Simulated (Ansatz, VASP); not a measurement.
One calculation of Al, two programs

Contents of INCAR:

```
SYSTEM = Al
  PREC = Accurate
  ENCUT = 500
  EDIFF = 1E-6
  ISMEAR = 0
  SIGMA = 0.15
  LREAL = .False.
  LASPH = .True.
  NELM = 120
  ALGO = Normal
  ISIF = 2
  LWAVE = .False.
  LCHARG = .False.
  GGA = PS
  NBANDS = 10
  GGA_COMPAT = .False.
```

The input KPOINTS:

```
Automatic mesh
0
Gamma
  18 18 20
  0 0 0
```

POSCAR

```
Al
1.0
    0.0000000000     -2.0239800000     -2.0239800000
   -2.0239800000      0.0000000000     -2.0239800000
    2.0239800000      2.0239800000     -4.0479600000
Al
2
Direct
    0.5187015953      0.5187015953      0.4438404394
   -0.0187015953     -0.0187015953      0.0561595606
```

Input for Ansatz:

```yaml
crystal:
  lattice:
    - [0.0, -2.02398, -2.02398]
    - [-2.02398, 0.0, -2.02398]
    - [2.02398, 2.02398, -4.04796]
  atoms:
    - { symbol: Al, position: [0.5187015953, 0.5187015953, 0.4438404394] }
    - { symbol: Al, position: [-0.0187015953, -0.0187015953, 0.0561595606] }
basis:
  ecutwfc: 420
kpoints:
  mp_grid: { grid: [18, 18, 20] }
hamiltonian:
  xc: pbesol
scf:
  occupations: { method: gaussian, width: 0.15 }
output:
  forces: true
  stress: true
  eigenvalues: true
```

Change from the starting cell: mode 6 (312.2 1/cm) frozen in, largest displacement +0.263 Å.

Alike in both runs: task single point; functional PBEsol; k mesh 18 × 18 × 20; occupations gaussian, width 0.15 eV; no spin polarisation.

|  | VASP | Ansatz |
| --- | --- | --- |
| version | VASP 6.6.1 | Ansatz 0.2.0 |
| potentials or method | VASP PAW PBE potentials, release 64 (Al), cutoff 500 eV | scalar-relativistic, plane waves, PAW |
| valence electrons in the cell | 6 | 6 |

|  | VASP | Ansatz | Ansatz less VASP |
| --- | --- | --- | --- |
| gap on the k mesh at the Fermi level (eV) | none | none | - |
| pressure (GPa) | 9.5 | 9.4 | -0.10 |
| traceless stress, the component that is largest in VASP (GPa) | -2.82 | -2.81 | +0.015 |
| rms of the force components (eV/Å) | 1.960 | 1.949 | -0.0107 |

VASP's potentials were made for PBE, not for PBEsol. Atom by atom the forces differ by 0.011 eV/Å (rms over components). A gap of «none» marks a metal or a gap that the smearing closes.
